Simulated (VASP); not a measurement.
# Be (Cmcm) in VASP: notebook, part 2 of 2

VASP 6.6.1.

## (3) Single point, r2SCAN (strain +0.0250 x Voigt [0, 1, 0, 0, 0, 0])

The input, POSCAR:

```
Be
1.0
    2.2995019849      0.0000000000      0.0000000000
   -1.1497509925      2.0412128133      0.0000000000
    0.0000000000      0.0000000000      3.6009000000
Be
2
Direct
    0.3333333333      0.6666666667      0.2500000000
    0.6666666667      0.3333333333      0.7500000000
```

The input, INCAR.step1:

```
SYSTEM = Be
PREC = Accurate
ENCUT = 520
ISMEAR = 0
SIGMA = 0.15
LREAL = .FALSE.
LASPH = .TRUE.
NELM = 100
NBANDS = 9
GGA = PE
ALGO = Normal
EDIFF = 1E-4
LWAVE = .TRUE.
LCHARG = .FALSE.
```

The input, INCAR.step2:

```
SYSTEM = Be
PREC = Accurate
ENCUT = 520
EDIFF = 1E-6
ISMEAR = 0
SIGMA = 0.15
LREAL = .FALSE.
LASPH = .TRUE.
NELM = 100
ALGO = Normal
ISIF = 2
LWAVE = .FALSE.
LCHARG = .FALSE.
METAGGA = R2SCAN
LMIXTAU = .TRUE.
NBANDS = 9
ISTART = 1
```

The input, KPOINTS:

```
Automatic mesh
0
G
  24 24 14
  0 0 0
```

Potentials or basis: VASP PAW PBE potentials, release 64 (Be).

The run is started by

```sh
$ cat potpaw_PBE.64/Be/POTCAR > POTCAR
$ cp INCAR.step1 INCAR
$ mpirun -np 1 vasp_std > vasp.out
$ cp INCAR.step2 INCAR
$ mpirun -np 1 vasp_std > vasp.out
```

OUTCAR:

```text
SYSTEM = Be
   PREC = Accurate
   ENCUT = 520
   EDIFF = 1E-6
   ISMEAR = 0
   LREAL = .FALSE.
   LASPH = .TRUE.
   NELM = 100
   ISIF = 2
   METAGGA = R2SCAN
   ISTART = 1

 ion  position               nearest neighbor table
   1  0.333  0.667  0.250-   2 2.24   2 2.24   2 2.24   2 2.24   2 2.26   2 2.26
   2  0.667  0.333  0.750-   1 2.24   1 2.24   1 2.24   1 2.24   1 2.26   1 2.26

  LATTYP: Found a base centered orthorhombic cell.
 ALAT       =     2.2995019849
 B/A-ratio  =     1.7753520777
 C/A-ratio  =     1.5659477677

  Lattice vectors:

 A1 = (   1.1497509925,  -2.0412128133,   0.0000000000)
 A2 = (   1.1497509924,   2.0412128133,   0.0000000000)
 A3 = (   0.0000000000,   0.0000000000,   3.6009000000)

Analysis of symmetry for initial positions (statically):
=====================================================================
 Subroutine PRICEL returns:
 Original cell was already a primitive cell.

 Routine SETGRP: Setting up the symmetry group for a
 base centered orthorhombic supercell.

 Subroutine GETGRP returns: Found  8 space group operations
 (whereof  4 operations were pure point group operations)
 out of a pool of  8 trial point group operations.

[... 174 lines left out ...]
      1      -5.2613      2.00000
      2       2.2601      2.00000
      3       7.7527      0.00000
      4      22.3851      0.00000
      5      23.0228      0.00000
      6      25.3645      0.00000
      7      26.0407      0.00000
      8      28.4828      0.00000
      9      33.7422      0.00000
[... 265 lines left out ...]
 k-point    24 :       0.4167    0.0417    0.0000
  band No.  band energies     occupation
      1       0.4427      2.00000
      2       4.5615      2.00000
      3       9.3431      0.00000
      4      13.2280      0.00000
      5      14.8399      0.00000
      6      15.1153      0.00000
      7      18.2409      0.00000
      8      23.8582      0.00000
      9      26.0886      0.00000

 [... further k-points ...]

------------------------ aborting loop because EDIFF is reached ----------------------------------------

  FORCE on cell =-STRESS in cart. coord.  units (eV):
  Direction    XX          YY          ZZ          XY          YZ          ZX
  --------------------------------------------------------------------------------------
  -------------------------------------------------------------------------------------
  Total       -0.6007282     -1.2367725     -0.3873440      0.0000000      0.0000000      0.0000000
  in kB      -56.9449844   -117.2376911    -36.7175971      0.0000000      0.0000000      0.0000000
  external PRESSURE =     -70.3000909 kB  Pullay stress =       0.0000000 kB

 VOLUME and BASIS-vectors are now :
 -----------------------------------------------------------------------------
  energy-cutoff  :      520.00
  volume of cell :       16.90
      direct lattice vectors                 reciprocal lattice vectors
     2.299501985  0.000000000  0.000000000     0.434876772  0.244952411  0.000000000
    -1.149750993  2.041212813  0.000000000     0.000000000  0.489904822  0.000000000
     0.000000000  0.000000000  3.600900000     0.000000000  0.000000000  0.277708351

 POSITION                                       TOTAL-FORCE (eV/Angst)
 -----------------------------------------------------------------------------------
     -0.00000      1.36081      0.90023        -0.000000      0.056708     -0.000000
      1.14975      0.68040      2.70068         0.000000     -0.056708      0.000000
 -----------------------------------------------------------------------------------
    total drift:                               -0.000000      0.000000     -0.000000

  FREE ENERGIE OF THE ION-ELECTRON SYSTEM (eV)
  ---------------------------------------------------
  free  energy   TOTEN  =        -8.6486266904 eV

  energy  without entropy=       -8.6469231893  energy(sigma->0) =       -8.64777494
```

OUTCAR.step1:

```text
SYSTEM = Be
   PREC = Accurate
   ENCUT = 520
   ISMEAR = 0
   LREAL = .FALSE.
   LASPH = .TRUE.
[... 514 lines left out ...]
     -0.00000      1.36081      0.90023        -0.000000      0.048174      0.000000
      1.14975      0.68040      2.70068         0.000000     -0.048174     -0.000000
 -----------------------------------------------------------------------------------
    total drift:                               -0.000000      0.000000     -0.000000

  FREE ENERGIE OF THE ION-ELECTRON SYSTEM (eV)
  ---------------------------------------------------
  free  energy   TOTEN  =        -7.5028249425 eV

  energy  without entropy=       -7.5010274116  energy(sigma->0) =       -7.50192618
```

It took 7.5 min on 1 thread of Intel Xeon Platinum 8259CL at 2.50GHz (Skylake/Cascade Lake), shared host; peak memory 0.26 GiB.

Results:

```
Free energy            : -8.6486 eV
Pressure               : -7.0 GPa
Largest force          : 0.057 eV/Å
Band gap on the k mesh : zero (bands 2 and 3 overlap by 2.23 eV)
```

Forces on the atoms (eV/Å):
```
Be   0.000  0.057  0.000
Be   0.000 -0.057  0.000
```

Levels at points of the mesh, in eV from the Fermi level:
```
           k point  band 1  band 2  band 3  band 4  band 5
(0.00, 0.00, 0.00)  -11.81   -4.29    1.20   15.84   16.47
(0.50, 0.00, 0.00)   -5.09   -3.23    3.98    6.75    7.12
(0.00, 0.50, 0.00)   -5.31   -3.55    3.59    6.50    6.86
(0.00, 0.00, 0.50)   -9.48   -9.48   11.45   11.45   17.64
(0.50, 0.00, 0.50)   -3.57   -3.57    1.47    1.47   11.94
(0.00, 0.50, 0.50)   -3.80   -3.80    1.09    1.09   12.82
```

Caveat: the cell differs from its parent crystal (strain +0.0250 x Voigt [0, 1, 0, 0, 0, 0]); the stress differs along the axes, from -12 to -4 GPa; the PAW data sets were made with another functional, which shifts forces and pressure a little.

## (4) Single point, r2SCAN (strain +0.0750 x Voigt [0, 1, 0, 0, 0, 0])

The input, POSCAR:

```
Be
1.0
    2.2995019849      0.0000000000      0.0000000000
   -1.1497509925      2.1407841701      0.0000000000
    0.0000000000      0.0000000000      3.6009000000
Be
2
Direct
    0.3333333333      0.6666666667      0.2500000000
    0.6666666667      0.3333333333      0.7500000000
```

The input, INCAR.step1:

```
PREC     = Accurate       # precision mode
ENCUT    = 520            # plane-wave cutoff, eV
ISMEAR   = 0              # smearing method
SIGMA    = 0.15           # smearing width, eV
LREAL    = F              # projectors in reciprocal space
LASPH    = T              # aspherical terms in the spheres
NELM     = 100            # most SCF steps
NBANDS   = 9              # bands
GGA      = PE             # functional
ALGO     = Normal         # electronic algorithm
EDIFF    = 1E-4           # SCF threshold, eV
LWAVE    = T              # write WAVECAR
LCHARG   = F              # write CHGCAR
```

The input, INCAR.step2:

```
PREC     = Accurate       # precision mode
ENCUT    = 520            # plane-wave cutoff, eV
EDIFF    = 1E-7           # SCF threshold, eV
ISMEAR   = 0              # smearing method
SIGMA    = 0.15           # smearing width, eV
LREAL    = F              # projectors in reciprocal space
LASPH    = T              # aspherical terms in the spheres
NELM     = 100            # most SCF steps
ALGO     = Normal         # electronic algorithm
ISIF     = 2              # what is computed and relaxed
LWAVE    = F              # write WAVECAR
LCHARG   = T              # write CHGCAR
METAGGA  = R2SCAN         # meta-GGA
LMIXTAU  = T            
LELF     = T              # ELF
LVHAR    = T            
NBANDS   = 9              # bands
ISTART   = 1
```

The input, KPOINTS:

```
regular mesh
0
Gamma
  24 24 14
```

The run is started by

```sh
$ cat potpaw_PBE.64/Be/POTCAR > POTCAR
$ cp INCAR.step1 INCAR
$ mpirun -np 1 vasp_std > vasp.out
$ cp INCAR.step2 INCAR
$ mpirun -np 1 vasp_std > vasp.out
```

It took 9.4 min on 1 thread of Intel Xeon Platinum 8259CL at 2.50GHz (Skylake/Cascade Lake), shared host; peak memory 0.27 GiB.

It converged, with:

```yaml
Free_energy: -8.5567 eV
Pressure: -10.8 GPa
Largest_force: 0.117 eV/Å
Band_gap_on_the_k_mesh: zero (bands 2 and 3 overlap by 2.17 eV)
```

Forces in eV/Å, atoms in the order of the input:
```
Be   0.000  0.117  0.000
Be   0.000 -0.117  0.000
```

Stress tensor (GPa, compression positive):
```
 -4.97   0.00   0.00
  0.00 -23.44   0.00
  0.00   0.00  -3.97
```

Levels at points of the mesh, in eV from the Fermi level:
```
           k point  band 1  band 2  band 3  band 4  band 5  band 6
(0.00, 0.00, 0.00)  -11.63   -3.99    1.38   13.97   15.94   16.94
(0.50, 0.00, 0.00)   -4.96   -3.18    4.09    6.76    7.11    8.03
(0.00, 0.50, 0.00)   -5.56   -4.08    2.98    6.08    6.48    9.48
(0.00, 0.00, 0.50)   -9.27   -9.27   11.66   11.66   15.85   15.85
(0.50, 0.00, 0.50)   -3.41   -3.41    1.43    1.43   10.70   10.70
(0.00, 0.50, 0.50)   -4.04   -4.04    0.35    0.35   13.13   13.13
```

Caveat: the cell differs from its parent crystal (strain +0.0750 x Voigt [0, 1, 0, 0, 0, 0]); the stress differs along the axes, from -23 to -4 GPa; the PAW data sets were made with another functional, which shifts forces and pressure a little.

## (5) Overview

| cell | gap on the mesh (eV) | pressure (GPa) | largest force (eV/Å) |
| --- | --- | --- | --- |
| a = 2.300, b = 2.214, c = 3.601 Å, angles 90.0, 90.0, 121.3°, 2 atoms | none | 1.4 | 0.15 |
| a = 2.300, b = 2.343, c = 3.601 Å, angles 90.0, 90.0, 119.4°, 2 atoms | none | -7.0 | 0.06 |
| a = 2.300, b = 2.430, c = 3.601 Å, angles 90.0, 90.0, 118.2°, 2 atoms | none | -10.8 | 0.12 |

Alike in all rows: task single point; level r2SCAN; potentials or basis VASP PAW PBE potentials, release 64 (Be); no spin polarisation; k mesh 24 × 24 × 14; cutoff (eV) 520; smearing gaussian 0.15 eV.

Caveats: the PAW data sets were made with another functional, which shifts forces and pressure a little; the stress differs along the axes, from -4 to 12 GPa (at least some runs); the stress differs along the axes, from -12 to -4 GPa (at least some runs); the stress differs along the axes, from -23 to -4 GPa (at least some runs).

Absolute energies hang on the potentials; compare differences alone.
